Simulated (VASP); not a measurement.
# CsBr in VASP: phonons with PBE+D3(BJ)

Aim: the phonons of CsBr with PBE+D3(BJ).

All numbers are computed with VASP 6.6.1; they aren't measurements. Logs are shortened: lines on timing, memory, paths and dates and some standing lists are left out, and cuts for length are marked.

## 1. The cell of the first run

The typed cell holds 2 atoms: a = 4.303 Å, b = 4.303 Å, c = 4.302 Å, α = 90.00°, β = 90.00°, γ = 90.00°.

## 2. Phonons, PBE+D3(BJ)

Input file INCAR:

```
  PREC = Accurate
  ENCUT = 500
  EDIFF = 1E-8
  ISMEAR = 0
  SIGMA = 0.01
  LREAL = F
  LASPH = T
  NELM = 120
  ALGO = Normal
  ISIF = 2
  LWAVE = F
  LCHARG = F
  GGA = PE
  IVDW = 12
  NBANDS = 15
  IBRION = 6
  NFREE = 2
  POTIM = 0.015
  NSW = 1
  GGA_COMPAT = F
```

Input file KPOINTS:

```
Automatic mesh
0
Gamma
  6 6 6
```

Input file POSCAR:

```
CsBr
1.0
    4.3031370092      0.0000000000      0.0000000000
    0.0000000000      4.3031370092      0.0000000000
    0.0000000000      0.0000000000      4.3022952043
Cs Br
1 1
Direct
    0.0000000000      0.0000000000      0.0000000000
    0.5000000000      0.5000000000      0.5000000000
```

Potentials or basis: VASP PAW PBE potentials, release 64 (Cs_sv, Br).

Launch:

```console
cat potpaw_PBE.64/Cs_sv/POTCAR potpaw_PBE.64/Br/POTCAR > POTCAR
mpirun -np 1 vasp_std > vasp.out
```

OUTCAR:

```text
PREC = Accurate
   ENCUT = 500
   EDIFF = 1E-8
   ISMEAR = 0
   LREAL = F
   LASPH = T
   NELM = 120
   ISIF = 2
   GGA = PE
   IVDW = 12
   IBRION = 6
   NFREE = 2
   POTIM = 0.015
   NSW = 1
 IVDW          = 12

 ion  position               nearest neighbor table
   1  0.000  0.000  0.000-
   2  0.500  0.500  0.500-

  LATTYP: Found a simple tetragonal cell.
 ALAT       =     4.3031370092
 C/A-ratio  =     0.9998043741

  Lattice vectors:

 A1 = (   4.3031370092,   0.0000000000,   0.0000000000)
 A2 = (   0.0000000000,   4.3031370092,   0.0000000000)
 A3 = (   0.0000000000,   0.0000000000,   4.3022952043)

Analysis of symmetry for initial positions (statically):
=====================================================================
 Subroutine PRICEL returns:
 Original cell was already a primitive cell.

 Routine SETGRP: Setting up the symmetry group for a
 simple tetragonal supercell.

 Subroutine GETGRP returns: Found 16 space group operations
 (whereof 16 operations were pure point group operations)
 out of a pool of 16 trial point group operations.

The static configuration has the point symmetry D_4h.

Analysis of symmetry for dynamics (positions and initial velocities):
=====================================================================
 Subroutine PRICEL returns:
 Original cell was already a primitive cell.

 Routine SETGRP: Setting up the symmetry group for a
 simple tetragonal supercell.

 Subroutine GETGRP returns: Found 16 space group operations
 (whereof 16 operations were pure point group operations)
 out of a pool of 16 trial point group operations.

The dynamic configuration has the point symmetry D_4h.

 Subroutine INISYM returns: Found 16 space group operations
 (whereof 16 operations are pure point group operations),
 and found     1 'primitive' translations

----------------------------------------------------------------------------------------

                                     Primitive cell

  volume of cell :      79.6655

  direct lattice vectors                    reciprocal lattice vectors
     4.303137009  0.000000000  0.000000000     0.232388603  0.000000000  0.000000000
     0.000000000  4.303137009  0.000000000     0.000000000  0.232388603  0.000000000
     0.000000000  0.000000000  4.302295204     0.000000000  0.000000000  0.232434074

  length of vectors
     4.303137009  4.303137009  4.302295204     0.232388603  0.232388603  0.232434074

  position of ions in fractional coordinates (direct lattice)
     0.000000000  0.000000000  0.000000000
     0.500000000  0.500000000  0.500000000

  ion indices of the primitive-cell ions
   primitive index   ion index
                 1           1
                 2           2

----------------------------------------------------------------------------------------

 KPOINTS: Automatic mesh

Automatic generation of k-mesh.
 Grid dimensions read from file:
 generate k-points for:    6    6    6

 Generating k-lattice:

  Cartesian coordinates                     Fractional coordinates (reciprocal lattice)
     0.038731434  0.000000000  0.000000000     0.166666667  0.000000000  0.000000000
     0.000000000  0.038731434  0.000000000     0.000000000  0.166666667  0.000000000
     0.000000000  0.000000000  0.038739012     0.000000000  0.000000000  0.166666667

  Length of vectors
     0.038731434  0.038731434  0.038739012

  Shift w.r.t. Gamma in fractional coordinates (k-lattice)
     0.000000000  0.000000000  0.000000000

 Subroutine IBZKPT returns following result:
 ===========================================

 Found     40 irreducible k-points:

 Following reciprocal coordinates:
            Coordinates               Weight
  0.000000  0.000000  0.000000      1.000000
  0.166667  0.000000  0.000000      4.000000
  0.333333  0.000000  0.000000      4.000000
  0.500000  0.000000  0.000000      2.000000
  0.166667  0.166667  0.000000      4.000000
  0.333333  0.166667  0.000000      8.000000
[... 16 lines left out ...]
  0.333333  0.000000  0.333333      8.000000
  0.500000  0.000000  0.333333      4.000000
 [... further k-points ...]
   k-points           NKPTS =     40   k-points in BZ     NKDIM =     40   number of bands    NBANDS=     15
   number of dos      NEDOS =    301   number of ions     NIONS =      2
   total plane-waves  NPLWV =  32768
   dimension x,y,z NGX =    32 NGY =   32 NGZ =   32
   dimension x,y,z NGXF=    64 NGYF=   64 NGZF=   64
   ions per type =               1   1
   NGX,Y,Z   is equivalent  to a cutoff of  12.36, 12.36, 12.37 a.u.
   NGXF,Y,Z  is equivalent  to a cutoff of  24.73, 24.73, 24.73 a.u.
 SYSTEM =  unknown system
   PREC   = accura    normal or accurate (medium, high low for compatibility)
   ISTART =      0    job   : 0-new  1-cont  2-samecut
   ICHARG =      2    charge: 1-file 2-atom 10-const
   ISPIN  =      1    spin polarized calculation?
   LNONCOLLINEAR =      F non collinear calculations
   LSORBIT =      F    spin-orbit coupling
   LASPH  =      T    aspherical Exc in radial PAW
   ENCUT  =  500.0 eV  36.75 Ry    6.06 a.u.   7.85  7.85  7.84*2*pi/ulx,y,z
   NELM   =    120;   NELMIN=  2; NELMDL= -5     # of ELM steps
   EDIFF  = 0.1E-07   stopping-criterion for ELM
   LREAL  =      F    real-space projection
   EDIFFG = 0.1E-06   stopping-criterion for IOM
   NSW    =     61    number of steps for IOM
   IBRION =      6    ionic relax: 0-MD 1-quasi-New 2-CG
   NFREE  =      2    steps in history (QN), initial steepest desc. (CG)
   ISIF   =      2    stress and relaxation
   ISYM   =      2    0-nonsym 1-usesym 2-fastsym
   POTIM  = 0.0150    time-step for ionic-motion
   TEBEG  =    0.0;   TEEND  =   0.0 temperature during run
   PSTRESS=    0.0 pullay stress
   NELECT =      16.0000    total number of electrons
   NUPDOWN=      -1.0000    fix difference up-down
   EMIN   =  10.00;   EMAX   =-10.00  energy-range for DOS
   EFERMI =   0.00;   METHOD = LEGACY
   ISMEAR =     0;   SIGMA  =   0.01  broadening in eV -4-tet -1-fermi 0-gaus
   EFERMI_NEDOS =   21; number of points for ismear=-14 and -15
   IALGO  =     38    algorithm
   IMIX   =      4    mixing-type and parameters
     AMIX     =   0.40;   BMIX     =  1.00
     AMIX_MAG =   1.60;   BMIX_MAG =  1.00
  volume/ion in A,a.u.               =      39.83       268.80
  Fermi-wavevector in a.u.,A,eV,Ry     =   0.958719  1.811716 12.505686  0.919142
  Thomas-Fermi vector in A             =   2.087851
   LORBIT       =      0    0 simple, 1 ext, 2 COOP (PROOUT), +10 PAW based schemes
   GGA     = PE    functional components
   LHFCALC =     F    Hartree Fock is set to
   AEXX    =    0.0000 exact exchange contribution
   IVDW    =    12    specifies the selected vdW correction
   LEPSILON=     F    determine dielectric tensor
   LRPA    =     F    only Hartree local field effects (RPA)
 finite differences with symmetry
 non-spin polarized calculation
 Gauss-broadening in eV      SIGMA  =   0.01
  energy-cutoff  :      500.00
  volume of cell :       79.67
 maximum number of plane-waves:      2048
 NGX is ok and might be reduce to    32
   NGX = 15   NGY = 15   NGZ = 15

--------------------------------------- Ionic step        1  -------------------------------------------

 number of electron      16.0000000 magnetization

 Free energy of the ion-electron system (eV)
  ---------------------------------------------------
  ext. energy  EPLUGINS =         0.00000000
  ---------------------------------------------------
  free energy    TOTEN  =        -6.01040365 eV

  energy without entropy =       -6.01040365  energy(sigma->0) =       -6.01040365

------------------------ aborting loop because EDIFF is reached ----------------------------------------

 Edisp (eV)   -0.43741

 E8    (eV) :    -0.2238
[... 311 lines left out ...]
--------------------------------------- Ionic step        9  -------------------------------------------

 number of electron      16.0000001 magnetization

 Free energy of the ion-electron system (eV)
  ---------------------------------------------------
  ext. energy  EPLUGINS =         0.00000000
  ---------------------------------------------------
  free energy    TOTEN  =        -6.01031129 eV

  energy without entropy =       -6.01031129  energy(sigma->0) =       -6.01031129

 E-fermi :  -0.2266     XC(G=0):  -8.0221

 val. band max:       -0.3551326080   @ k =   0.5000   0.5000   0.0000
 cond. band min:       4.1160164493   @ k =   0.0000   0.0000   0.0000
 fundamental gap:      4.4711490573
 Fermi energy:        -0.2265858631

 k-point     1 :       0.0000    0.0000    0.0000
  band No.  band energies     occupation
      1     -20.1496      2.00000
      2     -12.7096      2.00000
      3      -6.7478      2.00000
      4      -6.7478      2.00000
      5      -6.7474      2.00000
      6      -0.3597      2.00000
      7      -0.3597      2.00000
      8      -0.3591      2.00000
      9       4.1160      0.00000
     10       4.5693      0.00000
     11       4.5702      0.00000
     12       8.7287      0.00000
     13       8.7306      0.00000
     14       8.7306      0.00000
[... 401 lines left out ...]
      2     -12.6395      2.00000
      3      -7.2660      2.00000
      4      -7.1655      2.00000
      5      -6.5986      2.00000
      6      -1.1048      2.00000
      7      -0.8549      2.00000
      8      -0.4103      2.00000
      9       5.2026      0.00000
     10       5.4997      0.00000
     11       7.1873      0.00000
     12       7.2242      0.00000
     13       8.4361      0.00000
     14       9.9261      0.00000
     15      10.6909      0.00000

 [... further k-points ...]

------------------------ aborting loop because EDIFF is reached ----------------------------------------

 Edisp (eV)   -0.43741

 E8    (eV) :    -0.2238
[... 25 lines left out ...]
  FREE ENERGIE OF THE ION-ELECTRON SYSTEM (eV)
  ---------------------------------------------------
  free  energy   TOTEN  =        -6.4477250683 eV

  energy  without entropy=       -6.4477250683  energy(sigma->0) =       -6.44772507

 INTERNAL STRAIN TENSORS FROM DISPLACED ATOMS
 ============================================

 INTERNAL STRAIN TENSOR FOR ION    1 for displacements in x,y,z  (eV/Angst):
          X           Y           Z          XY          YZ          ZX
  --------------------------------------------------------------------------------
  x     0.00000     0.00000     0.00000     0.00000     0.00000     0.00000
  y     0.00000     0.00000     0.00000     0.00000     0.00000     0.00000
  z     0.00000     0.00000     0.00000     0.00000     0.00000     0.00000

 INTERNAL STRAIN TENSOR FOR ION    2 for displacements in x,y,z  (eV/Angst):
          X           Y           Z          XY          YZ          ZX
  --------------------------------------------------------------------------------
  x     0.00000     0.00000     0.00000     0.00000     0.00000     0.00000
  y     0.00000     0.00000     0.00000     0.00000     0.00000     0.00000
  z     0.00000     0.00000     0.00000     0.00000     0.00000     0.00000

 Eigenvectors and eigenvalues of the dynamical matrix
 ----------------------------------------------------

   1 f  =    2.033717 THz    12.778218 2PiTHz   67.837484 cm-1     8.410772 meV
             X         Y         Z           dx          dy          dz
      0.000000  0.000000  0.000000     0.000000    0.616491    0.000000
      2.151569  2.151569  2.151148    -0.000000   -0.787362   -0.000000
[... 21 lines left out ...]
   6 f/i=    0.010208 THz     0.064140 2PiTHz    0.340511 cm-1     0.042218 meV
             X         Y         Z           dx          dy          dz
      0.000000  0.000000  0.000000    -0.000000   -0.000000   -0.787177
      2.151569  2.151569  2.151148    -0.000000   -0.000000   -0.616727

 ELASTIC MODULI CONTR FROM IONIC RELAXATION (kBar)
 Direction    XX          YY          ZZ          XY          YZ          ZX
 --------------------------------------------------------------------------------
 XX           0.0000      0.0000      0.0000      0.0000      0.0000      0.0000
 YY           0.0000      0.0000      0.0000      0.0000      0.0000      0.0000
 ZZ           0.0000      0.0000      0.0000      0.0000      0.0000      0.0000
 XY           0.0000      0.0000      0.0000      0.0000      0.0000      0.0000
 YZ           0.0000      0.0000      0.0000      0.0000      0.0000      0.0000
 ZX           0.0000      0.0000      0.0000      0.0000      0.0000      0.0000
 --------------------------------------------------------------------------------
```

Wall time 94 s (1 thread of Intel Xeon 6975P-C (Granite Rapids), shared host); peak memory 0.31 GiB.

Results:

| Quantity | Value |
| --- | --- |
| Highest phonon frequency at Γ, LO-TO splitting left out | 68 cm⁻¹ |
| Dispersion energy per atom | -0.219 eV |

Phonon frequencies in cm⁻¹ (negative: imaginary):
```
              q point     frequencies
(0.000, 0.000, 0.000)  0 0 0 68 68 68
```

Caveat: spin-orbit coupling is left out, which moves the levels of the heavy elements.
